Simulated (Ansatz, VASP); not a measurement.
AlN in VASP and in Ansatz

File POSCAR:

```
AlN
1.0
    3.1110021516      0.0000000000      0.0000000000
   -1.5555010758      2.6942068945      0.0000000000
    0.0000000000      0.0000000000      4.9780000000
Al N
2 2
Direct
    0.3333333333      0.6666666667      0.0000000000
    0.6666666667      0.3333333333      0.5000000000
    0.0291194127      0.4439666204      0.3850000000
    0.6666666667      0.3333333333      0.8850000000
```

The input INCAR.step1:

```
PREC = Accurate ; ENCUT = 520
ISMEAR = 0 ; SIGMA = 0.05
LREAL = F ; LASPH = T
NELM = 80 ; NBANDS = 16
GGA = PE ; ALGO = Normal
EDIFF = 1E-4 ; LWAVE = T
LCHARG = F
```

File INCAR.step2:

```
PREC = Accurate ; ENCUT = 520
EDIFF = 1E-6 ; ISMEAR = 0
SIGMA = 0.05 ; LREAL = F
LASPH = T ; NELM = 80
ALGO = Normal ; ISIF = 2
LWAVE = F ; LCHARG = F
METAGGA = R2SCAN ; LMIXTAU = T
NBANDS = 16 ; ISTART = 1
```

File KPOINTS:

```
regular mesh
0
Gamma
  12 12 6
```

Input for Ansatz:

```yaml
crystal:
  lattice:
    - [3.1110021516, 0.0, 0.0]
    - [-1.5555010758, 2.6942068945, 0.0]
    - [0.0, 0.0, 4.978]
  atoms:
    - { symbol: Al, position: [0.3333333333, 0.6666666667, 0.0] }
    - { symbol: Al, position: [0.6666666667, 0.3333333333, 0.5] }
    - { symbol: "N", position: [0.0291194127, 0.4439666204, 0.385] }
    - { symbol: "N", position: [0.6666666667, 0.3333333333, 0.885] }
basis:
  ecutwfc: 500
kpoints:
  mp_grid: { grid: [12, 12, 6] }
hamiltonian:
  xc: r2scan
scf:
  occupations: { method: gaussian, width: 0.05 }
output:
  forces: true
  stress: true
  eigenvalues: true
  write_density: true
  write_potential: true
  elf: true
  volumetric_format: npy
```

Alike in both runs: task single point; functional r2SCAN; k mesh 12 × 12 × 6; occupations gaussian, width 0.05 eV; no spin polarisation.

|  | VASP | Ansatz |
| --- | --- | --- |
| version | VASP 6.6.1 | Ansatz 0.2.0 |
| potentials or method | VASP PAW PBE potentials, release 64 (Al, N), cutoff 520 eV | scalar-relativistic, plane waves, PAW |
| valence electrons in the cell | 16 | 16 |

Ansatz gave:

| Property | Result |
| --- | --- |
| gap on the k mesh at the Fermi level (eV) | 3.80 |
| least direct gap on the mesh (eV) | 3.90 |
| rms of the force components (eV/Å) | 33.062 |

Problem. Estimate VASP's values.

Solution. gap on the k mesh at the Fermi level (eV): 3.87; least direct gap on the mesh (eV): 3.94; rms of the force components (eV/Å): 30.101.

VASP's potentials were made for PBE, not for r2SCAN. Atom by atom the forces differ by 2.963 eV/Å (rms over components).
